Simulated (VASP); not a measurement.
# BaNb3 (Pm-3m) in VASP: further runs, part 2 of 2

VASP 6.6.1.

## 4. Relaxation of cell and atoms, PBE

The input, INCAR:

```
  PREC = Accurate
  ENCUT = 600
  EDIFF = 1E-6
  ISMEAR = 0
  SIGMA = 0.1
  LREAL = F
  LASPH = T
  NELM = 100
  ALGO = Normal
  ISIF = 3
  LWAVE = F
  LCHARG = F
  GGA = PE
  IBRION = 2
  NSW = 90
  EDIFFG = -0.04
```

The input, KPOINTS:

```
regular mesh
0
Gamma
  4 4 4
```

The input, POSCAR:

```
BaNb3
1.0
    4.3676220002      0.0000000000      0.0000000000
    0.0000000000      4.3676220002      0.0000000000
    0.0000000000      0.0000000000      4.3676220002
Ba Nb
1 3
Direct
    0.0000000000      0.0000000000      0.0000000000
    0.0000000000      0.5000000000      0.5000000000
    0.5000000000      0.0000000000      0.5000000000
    0.5000000000      0.5000000000      0.0000000000
```

Potentials or basis: VASP PAW PBE potentials, release 64 (Ba_sv, Nb_sv).

Run with:

```sh
$ cat potpaw_PBE.64/Ba_sv/POTCAR potpaw_PBE.64/Nb_sv/POTCAR > POTCAR
$ mpirun -np 1 vasp_std > vasp.out
```

OUTCAR:

```text
PREC = Accurate
   ENCUT = 600
   EDIFF = 1E-6
   ISMEAR = 0
   LREAL = F
   LASPH = T
   NELM = 100
   ISIF = 3
   GGA = PE
   IBRION = 2
   NSW = 90
   EDIFFG = -0.04

 ion  position               nearest neighbor table
   1  0.000  0.000  0.000-   2 3.09   3 3.09   4 3.09   2 3.09   3 3.09   2 3.09   4 3.09   2 3.09
                             3 3.09   4 3.09   3 3.09   4 3.09
   2  0.000  0.500  0.500-   1 3.09   1 3.09   1 3.09   1 3.09
   3  0.500  0.000  0.500-   1 3.09   1 3.09   1 3.09   1 3.09
   4  0.500  0.500  0.000-   1 3.09   1 3.09   1 3.09   1 3.09

  LATTYP: Found a simple cubic cell.
 ALAT       =     4.3676220002

  Lattice vectors:

 A1 = (   4.3676220002,   0.0000000000,   0.0000000000)
 A2 = (   0.0000000000,   4.3676220002,   0.0000000000)
 A3 = (   0.0000000000,   0.0000000000,   4.3676220002)

Analysis of symmetry for initial positions (statically):
=====================================================================
 Subroutine PRICEL returns:
 Original cell was already a primitive cell.

 Routine SETGRP: Setting up the symmetry group for a
 simple cubic supercell.

 Subroutine GETGRP returns: Found 48 space group operations
 (whereof 48 operations were pure point group operations)
 out of a pool of 48 trial point group operations.

The static configuration has the point symmetry O_h .

Analysis of symmetry for dynamics (positions and initial velocities):
=====================================================================
 Subroutine PRICEL returns:
 Original cell was already a primitive cell.

 Routine SETGRP: Setting up the symmetry group for a
 simple cubic supercell.

 Subroutine GETGRP returns: Found 48 space group operations
 (whereof 48 operations were pure point group operations)
 out of a pool of 48 trial point group operations.

The dynamic configuration has the point symmetry O_h .

 Subroutine INISYM returns: Found 48 space group operations
 (whereof 48 operations are pure point group operations),
 and found     1 'primitive' translations

----------------------------------------------------------------------------------------

                                     Primitive cell

  volume of cell :      83.3173

  direct lattice vectors                    reciprocal lattice vectors
     4.367622000  0.000000000  0.000000000     0.228957543  0.000000000  0.000000000
     0.000000000  4.367622000  0.000000000     0.000000000  0.228957543  0.000000000
     0.000000000  0.000000000  4.367622000     0.000000000  0.000000000  0.228957543

  length of vectors
     4.367622000  4.367622000  4.367622000     0.228957543  0.228957543  0.228957543

  position of ions in fractional coordinates (direct lattice)
     0.000000000  0.000000000  0.000000000
     0.000000000  0.500000000  0.500000000
     0.500000000  0.000000000  0.500000000
     0.500000000  0.500000000  0.000000000

  ion indices of the primitive-cell ions
   primitive index   ion index
                 1           1
                 2           2
                 3           3
                 4           4

----------------------------------------------------------------------------------------

 KPOINTS: regular mesh

Automatic generation of k-mesh.
 Grid dimensions read from file:
 generate k-points for:    4    4    4

 Generating k-lattice:

  Cartesian coordinates                     Fractional coordinates (reciprocal lattice)
     0.057239386  0.000000000  0.000000000     0.250000000  0.000000000  0.000000000
     0.000000000  0.057239386  0.000000000     0.000000000  0.250000000  0.000000000
     0.000000000  0.000000000  0.057239386     0.000000000  0.000000000  0.250000000

  Length of vectors
     0.057239386  0.057239386  0.057239386

  Shift w.r.t. Gamma in fractional coordinates (k-lattice)
     0.000000000  0.000000000  0.000000000

 Subroutine IBZKPT returns following result:
 ===========================================

 Found     10 irreducible k-points:

 Following reciprocal coordinates:
            Coordinates               Weight
  0.000000  0.000000  0.000000      1.000000
  0.250000  0.000000  0.000000      6.000000
  0.500000  0.000000  0.000000      3.000000
  0.250000  0.250000  0.000000     12.000000
  0.500000  0.250000  0.000000     12.000000
  0.500000  0.500000  0.000000      3.000000
  0.250000  0.250000  0.250000      8.000000
  0.500000  0.250000  0.250000     12.000000
  0.500000  0.500000  0.250000      6.000000
  0.500000  0.500000  0.500000      1.000000
   k-points           NKPTS =     10   k-points in BZ     NKDIM =     10   number of bands    NBANDS=     29
   number of dos      NEDOS =    301   number of ions     NIONS =      4
   total plane-waves  NPLWV =  46656
   dimension x,y,z NGX =    36 NGY =   36 NGZ =   36
   dimension x,y,z NGXF=    72 NGYF=   72 NGZF=   72
   ions per type =               1   3
   NGX,Y,Z   is equivalent  to a cutoff of  13.70, 13.70, 13.70 a.u.
   NGXF,Y,Z  is equivalent  to a cutoff of  27.41, 27.41, 27.41 a.u.
 SYSTEM =  unknown system
   PREC   = accura    normal or accurate (medium, high low for compatibility)
   ISTART =      0    job   : 0-new  1-cont  2-samecut
   ICHARG =      2    charge: 1-file 2-atom 10-const
   ISPIN  =      1    spin polarized calculation?
   LNONCOLLINEAR =      F non collinear calculations
   LSORBIT =      F    spin-orbit coupling
   LASPH  =      T    aspherical Exc in radial PAW
   ENCUT  =  600.0 eV  44.10 Ry    6.64 a.u.   8.72  8.72  8.72*2*pi/ulx,y,z
   NELM   =    100;   NELMIN=  2; NELMDL= -5     # of ELM steps
   EDIFF  = 0.1E-05   stopping-criterion for ELM
   LREAL  =      F    real-space projection
   EDIFFG = -.4E-01   stopping-criterion for IOM
   NSW    =     90    number of steps for IOM
   IBRION =      2    ionic relax: 0-MD 1-quasi-New 2-CG
   NFREE  =      1    steps in history (QN), initial steepest desc. (CG)
   ISIF   =      3    stress and relaxation
   ISYM   =      2    0-nonsym 1-usesym 2-fastsym
   POTIM  = 0.5000    time-step for ionic-motion
   TEBEG  =    0.0;   TEEND  =   0.0 temperature during run
   PSTRESS=    0.0 pullay stress
   NELECT =      49.0000    total number of electrons
   NUPDOWN=      -1.0000    fix difference up-down
   EMIN   =  10.00;   EMAX   =-10.00  energy-range for DOS
   EFERMI =   0.00;   METHOD = LEGACY
   ISMEAR =     0;   SIGMA  =   0.10  broadening in eV -4-tet -1-fermi 0-gaus
   EFERMI_NEDOS =   21; number of points for ismear=-14 and -15
   IALGO  =     38    algorithm
   IMIX   =      4    mixing-type and parameters
     AMIX     =   0.40;   BMIX     =  1.00
     AMIX_MAG =   1.60;   BMIX_MAG =  1.00
  volume/ion in A,a.u.               =      20.83       140.56
  Fermi-wavevector in a.u.,A,eV,Ry     =   1.371603  2.591954 25.596576  1.881295
  Thomas-Fermi vector in A             =   2.497285
   LORBIT       =      0    0 simple, 1 ext, 2 COOP (PROOUT), +10 PAW based schemes
   GGA     = PE    functional components
   LHFCALC =     F    Hartree Fock is set to
   AEXX    =    0.0000 exact exchange contribution
   IVDW    =     0    specifies the selected vdW correction
   LEPSILON=     F    determine dielectric tensor
   LRPA    =     F    only Hartree local field effects (RPA)
 conjugate gradient relaxation of ions
 non-spin polarized calculation
 Gauss-broadening in eV      SIGMA  =   0.10
  energy-cutoff  :      600.00
  volume of cell :       83.32
 maximum number of plane-waves:      2809
 NGX is ok and might be reduce to    36
   NGX = 17   NGY = 17   NGZ = 17

--------------------------------------- Ionic step        1  -------------------------------------------

 number of electron      48.9999995 magnetization

 Free energy of the ion-electron system (eV)
  ---------------------------------------------------
  ext. energy  EPLUGINS =         0.00000000
  ---------------------------------------------------
  free energy    TOTEN  =       -27.25166117 eV

  energy without entropy =      -27.21105833  energy(sigma->0) =      -27.23135975

------------------------ aborting loop because EDIFF is reached ----------------------------------------

  FORCE on cell =-STRESS in cart. coord.  units (eV):
  Direction    XX          YY          ZZ          XY          YZ          ZX
  --------------------------------------------------------------------------------------
  -------------------------------------------------------------------------------------
  Total        3.8343021      3.8343021      3.8343021      0.0000000      0.0000000      0.0000000
  in kB       73.7329784     73.7329784     73.7329784      0.0000000      0.0000000      0.0000000
  external PRESSURE =      73.7329784 kB  Pullay stress =       0.0000000 kB
[... 61 lines left out ...]
  energy  without entropy=      -27.2453020647  energy(sigma->0) =      -27.26815481

--------------------------------------- Ionic step        3  -------------------------------------------

 number of electron      49.0000009 magnetization

 Free energy of the ion-electron system (eV)
  ---------------------------------------------------
  ext. energy  EPLUGINS =         0.00000000
  ---------------------------------------------------
  free energy    TOTEN  =       -27.38511815 eV

  energy without entropy =      -27.34274573  energy(sigma->0) =      -27.36393194

 E-fermi :   8.4901     XC(G=0): -11.4386

 val. band max:        8.4191963533   @ k =   0.5000   0.5000   0.0000
 cond. band min:       8.4929225333   @ k =   0.5000   0.5000   0.2500
 fundamental gap:      0.0737261800
 Fermi energy:         8.4901400949

 k-point     1 :       0.0000    0.0000    0.0000
  band No.  band energies     occupation
      1     -46.6879      2.00000
      2     -46.5941      2.00000
      3     -46.5941      2.00000
      4     -22.9266      2.00000
      5     -22.9266      2.00000
      6     -22.9266      2.00000
[... 340 lines left out ...]
  FREE ENERGIE OF THE ION-ELECTRON SYSTEM (eV)
  ---------------------------------------------------
  free  energy   TOTEN  =       -27.3851181512 eV

  energy  without entropy=      -27.3427457266  energy(sigma->0) =      -27.36393194

 reached required accuracy - stopping structural energy minimisation
```

OSZICAR:

```text
N       E                     dE             d eps       ncg     rms          rms(c)
DAV:   1     0.673623589980E+03    0.67362E+03   -0.28667E+04   580   0.191E+03
DAV:   2     0.285673594123E+02   -0.64506E+03   -0.63380E+03   712   0.726E+02
[... 33 lines left out ...]
DAV:   6    -0.273853153756E+02   -0.17242E-01   -0.48049E-02  1032   0.124E+00    0.105E-01
DAV:   7    -0.273851252481E+02    0.19013E-03   -0.48933E-03   817   0.383E-01    0.122E-01
DAV:   8    -0.273851097889E+02    0.15459E-04   -0.59743E-04   772   0.182E-01    0.185E-02
DAV:   9    -0.273851197897E+02   -0.10001E-04   -0.93814E-05  1059   0.443E-02    0.620E-03
DAV:  10    -0.273851179217E+02    0.18680E-05   -0.10652E-05   687   0.155E-02    0.236E-03
DAV:  11    -0.273851181512E+02   -0.22953E-06   -0.88893E-07   424   0.600E-03
   3 F= -.27385118E+02 E0= -.27363932E+02  d E =-.133457E+00
```

Wall time 69 s (1 thread of Intel Xeon 6975P-C (Granite Rapids), shared host); peak memory 0.21 GiB.

What came out:

```yaml
Free_energy: -27.3851 eV
Relaxed_volume: 22.39 Å³/atom
Relaxed_cell: a = 4.474 Å, b = 4.474 Å, c = 4.474 Å, α = 90.00°, β = 90.00°, γ = 90.00°
Space_group_after_relaxing_to_0.05_Å: Pm-3m (No. 221)
Energy_gained_by_relaxing: 33.4 meV/atom
Ionic_steps: 3
Pressure_after_relaxing: -0.1 GPa
```

Step by step:
```
step  energy change (eV)  largest force (eV/Å)  pressure (GPa)  volume (Å³)
   1              0.0000                0.0000            7.37        83.32
   2             -0.0393                0.0000           -4.82        95.42
   3             -0.1335                0.0000           -0.06        89.57
```

Final structure:
```
CELL_PARAMETERS angstrom
4.47419 0.00000 0.00000
0.00000 4.47419 0.00000
0.00000 0.00000 4.47419
ATOMIC_POSITIONS crystal
Ba 0.00000 0.00000 0.00000
Nb 0.00000 0.50000 0.50000
Nb 0.50000 0.00000 0.50000
Nb 0.50000 0.50000 0.00000
```

Levels at points of the mesh, in eV from the Fermi level:
```tsv
k point	band 21	band 22	band 23	band 24	band 25	band 26	band 27	band 28
(0.00, 0.00, 0.00)	-2.82	-2.82	-2.82	0.22	0.22	0.22	2.25	2.25
(0.50, 0.00, 0.00)	-1.60	-1.20	-0.90	-0.90	-0.45	-0.45	0.67	0.84
(0.50, 0.50, 0.00)	-0.87	-0.87	-0.67	-0.60	-0.34	-0.34	-0.07	0.34
(0.50, 0.50, 0.50)	-0.51	-0.51	-0.51	0.19	0.19	0.19	0.46	0.63
```

Caveat: spin-orbit coupling is left out, which moves the levels of the heavy elements.

## 5. Single point, PBE

This run uses another cell than the first one, of 22.02 Å³/atom, 1.057 times its volume.

The input, INCAR:

```
SYSTEM = BaNb3
PREC = Accurate
ENCUT = 520
EDIFF = 1E-6
ISMEAR = 0
SIGMA = 0.1
LREAL = .False.
LASPH = .True.
NELM = 60
ALGO = Fast
ISIF = 2
LWAVE = .False.
LCHARG = .True.
GGA = PE
LELF = .True.
LVHAR = .True.
NBANDS = 32
```

The input, KPOINTS:

```
regular mesh
0
Gamma
  10 10 10
  0 0 0
```

The input, POSCAR:

```
BaNb3
1.0
    4.4493332175      0.0000000000      0.0000000000
    0.0000000000      4.4493332175      0.0000000000
    0.0000000000      0.0000000000      4.4493332175
Ba Nb
1 3
Direct
    0.0000000000      0.0000000000      0.0000000000
    0.0000000000      0.5000000000      0.5000000000
    0.5000000000      0.0000000000      0.5000000000
    0.5000000000      0.5000000000      0.0000000000
```

Run with:

```sh
$ cat potpaw_PBE.64/Ba_sv/POTCAR potpaw_PBE.64/Nb_sv/POTCAR > POTCAR
$ mpirun -np 1 vasp_std > vasp.out
```

Wall time 4.3 min (1 thread of Intel Xeon 6975P-C (Granite Rapids), shared host); peak memory 0.29 GiB.

It converged, with:

```
Free energy : -27.3466 eV
Pressure    : 1.4 GPa
```

Levels at points of the mesh, in eV from the Fermi level:
```csv
k point,band 21,band 22,band 23,band 24,band 25,band 26,band 27,band 28
"(0.00, 0.00, 0.00)",-2.90,-2.90,-2.88,0.19,0.19,0.19,2.28,2.28
"(0.50, 0.00, 0.00)",-1.64,-1.27,-0.92,-0.92,-0.46,-0.46,0.68,0.87
"(0.50, 0.50, 0.00)",-0.91,-0.91,-0.68,-0.64,-0.35,-0.35,-0.11,0.35
"(0.50, 0.50, 0.50)",-0.55,-0.55,-0.55,0.17,0.17,0.17,0.52,0.60
```

Caveat: spin-orbit coupling is left out, which moves the levels of the heavy elements.

## 6. Relaxation of cell and atoms, PBE

This run uses another cell than the first one, of 22.05 Å³/atom, 1.058 times its volume.

The input, INCAR:

```
ALGO     = Fast           # electronic algorithm
EDIFF    = 1E-7           # SCF threshold, eV
EDIFFG   = -0.01          # ionic threshold
ENCUT    = 600            # plane-wave cutoff, eV
GGA      = PE             # functional
IBRION   = 2              # ionic algorithm
ISIF     = 3              # what is computed and relaxed
ISMEAR   = 0              # smearing method
LASPH    = T              # aspherical terms in the spheres
LCHARG   = F              # write CHGCAR
LREAL    = F              # projectors in reciprocal space
LWAVE    = F              # write WAVECAR
NELM     = 100            # most SCF steps
NSW      = 100            # ionic steps
PREC     = Accurate       # precision mode
SIGMA    = 0.1            # smearing width, eV
```

The input, KPOINTS:

```
k-points
0
Gamma
  10 10 10
```

The input, POSCAR:

```
BaNb3
1.0
    4.4511392863      0.0000000000      0.0000000000
    0.0000000000      4.4511392863      0.0000000000
    0.0000000000      0.0000000000      4.4511392863
Ba Nb
1 3
Direct
    0.0000000000      0.0000000000      0.0000000000
    0.0000000000      0.5000000000      0.5000000000
    0.5000000000      0.0000000000      0.5000000000
    0.5000000000      0.5000000000      0.0000000000
```

Potentials or basis: VASP PAW PBE potentials, release 64 (Ba_sv, Nb_sv).

Run with:

```sh
$ cat potpaw_PBE.64/Ba_sv/POTCAR potpaw_PBE.64/Nb_sv/POTCAR > POTCAR
$ mpirun -np 1 vasp_std > vasp.out
```

Wall time 20 min (1 thread of Intel Xeon 6975P-C (Granite Rapids), shared host); peak memory 0.33 GiB.

Results (log left out):

- Free energy: -27.3523 eV
- Relaxed volume: 22.38 Å³/atom
- Relaxed cell: a = 4.473 Å, b = 4.473 Å, c = 4.473 Å, α = 90.00°, β = 90.00°, γ = 90.00°
- Space group after relaxing (to 0.05 Å): Pm-3m (No. 221)
- Energy gained by relaxing: 1.3 meV/atom
- Ionic steps: 3
- Pressure after relaxing: 0.0 GPa

The path:
```csv
step,energy change (eV),largest force (eV/Å),pressure (GPa),volume (Å³)
1,0.0000,0.0000,1.28,88.19
2,-0.0027,0.0000,-0.89,90.46
3,-0.0054,0.0000,-0.01,89.52
```

Final structure:
```
CELL_PARAMETERS angstrom
4.47343 0.00000 0.00000
0.00000 4.47343 0.00000
0.00000 0.00000 4.47343
ATOMIC_POSITIONS crystal
Ba 0.00000 0.00000 0.00000
Nb 0.00000 0.50000 0.50000
Nb 0.50000 0.00000 0.50000
Nb 0.50000 0.50000 0.00000
```

Levels at points of the mesh, in eV from the Fermi level:
```
           k point  band 21  band 22  band 23  band 24  band 25  band 26  band 27  band 28
(0.00, 0.00, 0.00)    -2.83    -2.83    -2.82     0.21     0.21     0.21     2.24     2.24
(0.50, 0.00, 0.00)    -1.61    -1.22    -0.90    -0.90    -0.45    -0.45     0.68     0.85
(0.50, 0.50, 0.00)    -0.88    -0.88    -0.68    -0.60    -0.36    -0.36    -0.08     0.33
(0.50, 0.50, 0.50)    -0.52    -0.52    -0.52     0.19     0.19     0.19     0.50     0.61
```

Caveat: spin-orbit coupling is left out, which moves the levels of the heavy elements.

## 7. The runs side by side

```csv
task,cell,k mesh,cutoff (eV),gap on the mesh (eV),pressure (GPa),relaxed volume (Å³/atom)
single point,"a = 4.368 Å, 4 atoms",4 × 4 × 4,520,none,7.4,-
single point,"a = 4.451 Å, 4 atoms",4 × 4 × 4,520,none,1.3,-
relaxation of cell and atoms,"relaxed from a = 4.368 Å, 4 atoms",4 × 4 × 4,600,none,-0.1,22.39
single point,"a = 4.449 Å, 4 atoms",10 × 10 × 10,520,none,1.4,-
relaxation of cell and atoms,"relaxed from a = 4.451 Å, 4 atoms",10 × 10 × 10,600,none,0.0,22.38
```

Alike in all rows: level PBE; potentials or basis VASP PAW PBE potentials, release 64 (Ba_sv, Nb_sv); no spin polarisation; smearing gaussian 0.1 eV.

Caveats: spin-orbit coupling is left out, which moves the levels of the heavy elements.

Absolute energies hang on the potentials; compare differences alone.
